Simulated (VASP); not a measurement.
Runs of VASP 6.6.1 on Ni. The structure is cubic, space group Fm-3m (No. 225). The conventional cell has a = 3.540 Å, b = 3.540 Å, c = 3.540 Å, α = 90.00°, β = 90.00°, γ = 90.00°. Ni (site symmetry m-3m) has 12 Ni at 2.50 Å within 3.3 Å. 

```csv
smearing,gap on the mesh (eV),pressure (GPa),moment (μB)
fermi-dirac 0.0005 eV,none,-10.7,0.84
fermi-dirac 0.1 eV,none,-10.4,0.82
fermi-dirac 0.003 eV,none,-10.7,0.84
methfessel-paxton 0.3 eV,none,-10.6,(a)
```

Alike in all rows: task single point; level PBE+U; potentials or basis VASP PAW PBE potentials, release 64 (Ni); spin collinear, ferromagnetic start; Ni d U = 6.2 eV; cell as given; k mesh 13 × 13 × 13; cutoff (eV) 520.

Fill in the values left out.

(a) 0.83.

Caveats: the U is typed as a test and isn't derived for this compound.

A gap of «none» marks levels without a gap at the run's occupations.
